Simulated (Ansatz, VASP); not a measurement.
# Si7Ge in VASP and in Ansatz

Contents of POSCAR:

```
Si7Ge
1.0
    0.0000000000     -5.4679684317      0.0000000000
    0.0000000000      0.0000000000     -5.4679684317
   11.4359368634      0.0000000000      0.0000000000
Si Ge
14 2
Direct
    0.7475692418      0.7475692418      0.0603558597
    0.7475692418      0.7475692418      0.5384949485
    0.5000000000      0.5000000000      0.8959370246
    0.5000000000      0.5000000000      0.4177979358
    0.5000000000      0.0000000000      0.1787283914
    0.5000000000      0.0000000000      0.6568674802
    0.0000000000      0.5000000000      0.1787283914
    0.0000000000      0.5000000000      0.6568674802
    0.7475692418      0.2524307582      0.2971009231
    0.7475692418      0.2524307582      0.7752400119
    0.2524307582      0.7475692418      0.2971009231
    0.2524307582      0.7475692418      0.7752400119
    0.2524307582      0.2524307582      0.0603558597
    0.2524307582      0.2524307582      0.5384949485
    0.0000000000      0.0000000000      0.8959370246
    0.0000000000      0.0000000000      0.4177979358
```

Contents of INCAR.step1:

```
SYSTEM = Si7Ge
PREC = Accurate ; ENCUT = 520
ISMEAR = 0 ; SIGMA = 0.05
LREAL = Auto ; LASPH = .TRUE.
NELM = 60 ; NBANDS = 56
GGA = PE ; ALGO = Normal
EDIFF = 1E-4 ; LWAVE = .TRUE.
LCHARG = .FALSE.
```

INCAR.step2

```
SYSTEM = Si7Ge
PREC = Accurate ; ENCUT = 520
EDIFF = 1E-7 ; ISMEAR = 0
SIGMA = 0.05 ; LREAL = Auto
LASPH = .TRUE. ; NELM = 60
ALGO = Normal ; ISIF = 2
LWAVE = .FALSE. ; LCHARG = .TRUE.
METAGGA = R2SCAN ; LMIXTAU = .TRUE.
LELF = .TRUE. ; LVHAR = .TRUE.
NBANDS = 56 ; ISTART = 1
```

The input KPOINTS:

```
Automatic mesh
0
G
  6 6 3
  0 0 0
```

Input for Ansatz:

```yaml
crystal:
  lattice:
    - [0.0, -5.4679684317, 0.0]
    - [0.0, 0.0, -5.4679684317]
    - [11.4359368634, 0.0, 0.0]
  atoms:
    - { symbol: Si, position: [0.7475692418, 0.7475692418, 0.0603558597] }
    - { symbol: Si, position: [0.7475692418, 0.7475692418, 0.5384949485] }
    - { symbol: Si, position: [0.5, 0.5, 0.8959370246] }
    - { symbol: Si, position: [0.5, 0.5, 0.4177979358] }
    - { symbol: Si, position: [0.5, 0.0, 0.1787283914] }
    - { symbol: Si, position: [0.5, 0.0, 0.6568674802] }
    - { symbol: Si, position: [0.0, 0.5, 0.1787283914] }
    - { symbol: Si, position: [0.0, 0.5, 0.6568674802] }
    - { symbol: Si, position: [0.7475692418, 0.2524307582, 0.2971009231] }
    - { symbol: Si, position: [0.7475692418, 0.2524307582, 0.7752400119] }
    - { symbol: Si, position: [0.2524307582, 0.7475692418, 0.2971009231] }
    - { symbol: Si, position: [0.2524307582, 0.7475692418, 0.7752400119] }
    - { symbol: Si, position: [0.2524307582, 0.2524307582, 0.0603558597] }
    - { symbol: Si, position: [0.2524307582, 0.2524307582, 0.5384949485] }
    - { symbol: Ge, position: [0.0, 0.0, 0.8959370246] }
    - { symbol: Ge, position: [0.0, 0.0, 0.4177979358] }
basis:
  ecutwfc: 500
kpoints:
  mp_grid: { grid: [6, 6, 3] }
hamiltonian:
  xc: r2scan
scf:
  occupations: { method: gaussian, width: 0.05 }
output:
  forces: true
  stress: true
  eigenvalues: true
```

Alike in both runs: task single point; functional r2SCAN; k mesh 6 × 6 × 3; occupations gaussian, width 0.05 eV; no spin polarisation.

```csv
,VASP,Ansatz
version,VASP 6.6.1,Ansatz 0.2.0
potentials or method,"VASP PAW PBE potentials, release 64 (Si, Ge_d), cutoff 520 eV","scalar-relativistic, plane waves, PAW"
valence electrons in the cell,84,84
```

```csv
,VASP,Ansatz,Ansatz less VASP
gap on the k mesh at the Fermi level (eV),none,none,-
pressure (GPa),-2.8,-2.7,+0.17
"traceless stress, the component that is largest in VASP (GPa)",-3.44,-3.42,+0.023
rms of the force components (eV/Å),0.726,0.727,+0.0013
```

VASP's potentials were made for PBE, not for r2SCAN. Atom by atom the forces differ by 0.006 eV/Å (rms over components). A gap of «none» marks a metal or a gap that the smearing closes. The functional is the same, so the differences come from potentials, cutoffs and numerics.
